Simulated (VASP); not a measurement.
Wanted: the native input for a VASP 6.6.1 run.

```
Task                   : relaxation of cell and atoms
Functional             : PBE
Potentials or basis    : VASP PAW PBE potentials, release 64 (Al, In_d, Sb)
Cutoff                 : 600 eV
k mesh                 : 4 × 4 × 4
Occupations            : gaussian, width 0.1 eV
Spin                   : no spin polarisation
Dipole correction      : no
Further INCAR settings : ALGO = Fast; EDIFF = 1e-07; IBRION = 2; EDIFFG = -0.04; NSW = 90; ISIF = 3
```

The structure of AlIn3Sb2 lies in POSCAR:

```
AlIn3Sb2
1.0
    4.7589148100      0.0000000000      0.0000000000
    0.0000000000      4.7589148100      0.0000000000
    0.0000000000      0.0000000000      6.9881605200
Al In Sb
1 3 2
Direct
    0.5000000000      0.5000000000      0.0000000000
    0.5000000000      0.0000000000      0.5000000000
    0.0000000000      0.5000000000      0.5000000000
    0.5000000000      0.5000000000      0.5000000000
    0.5000000000      0.0000000000      0.0000000000
    0.0000000000      0.5000000000      0.0000000000
```

The cell was built from a structure type or drawn by symmetry, and may not be a known phase.

The input as run:

INCAR

```
  ALGO = Fast
  EDIFF = 1E-7
  EDIFFG = -0.04
  ENCUT = 600
  GGA = PE
  IBRION = 2
  ISIF = 3
  ISMEAR = 0
  LASPH = T
  LCHARG = F
  LREAL = F
  LWAVE = F
  NELM = 100
  NSW = 90
  PREC = Accurate
  SIGMA = 0.1
```

KPOINTS

```
k-points
0
Gamma
  4 4 4
```

Potentials or basis: VASP PAW PBE potentials, release 64 (Al, In_d, Sb).

Run with:

```sh
$ cat potpaw_PBE.64/Al/POTCAR potpaw_PBE.64/In_d/POTCAR potpaw_PBE.64/Sb/POTCAR > POTCAR
$ mpirun -np 1 vasp_std > vasp.out
```

Results of the run:

```
Relaxed volume                        : 33.24 Å³/atom
Relaxed cell                          : a = 5.746 Å, b = 5.746 Å, c = 6.041 Å, α = 90.00°, β = 90.00°, γ = 90.00°
Space group after relaxing (to 0.1 Å) : P4/mmm (No. 123)
Energy gained by relaxing             : 962.3 meV/atom
Ionic steps                           : 13
Pressure after relaxing               : 0.0 GPa
Band gap on the k mesh                : zero (bands 26 and 27 overlap by 2.21 eV)
```

Caveat: the volume moved by over 15 % at a fixed basis, so the end points are rough; spin-orbit coupling is left out, which moves the levels of the heavy elements.

Wall time 21 min on 1 thread of Intel(R) Xeon(R) 6975P-C (Granite Rapids) (shared host), peak memory 0.37 GiB.
